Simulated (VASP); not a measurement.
Runs of VASP 6.6.1 on Fe. The structure is that of space group Fd-3m (No. 227), or close to it. The cells are those of the table. 

```tsv
task	cell	k mesh	gap on the mesh (eV)	pressure (GPa)	relaxed volume (Å³/atom)
single point	a = 3.397 Å, angles 60.0°, 2 atoms	20 × 20 × 20	none	-1.8	-
single point	a = 3.397 Å, angles 60.0°, 2 atoms	6 × 6 × 6	none	-1.7	-
relaxation of cell and atoms	relaxed from a = 3.397 Å, angles 60.0°, 2 atoms	20 × 20 × 20	none	0.0	(a)
relaxation of cell and atoms	relaxed from a = 3.360 Å, angles 60.0°, 2 atoms	6 × 6 × 6	none	0.0	13.72
```

Alike in all rows: level PBEsol; potentials or basis VASP PAW PBE potentials, release 64 (Fe); no spin polarisation; cutoff (eV) 600; smearing gaussian 0.1 eV.

**Question.** Estimate the missing entries.

**Answer.** (a) 13.71.

Caveats: some runs use coarse meshes; the PAW data sets were made with another functional, which shifts forces and pressure a little; the run has no spin polarisation, though such a crystal can be magnetic.

A gap of «none» marks levels without a gap at the run's occupations.
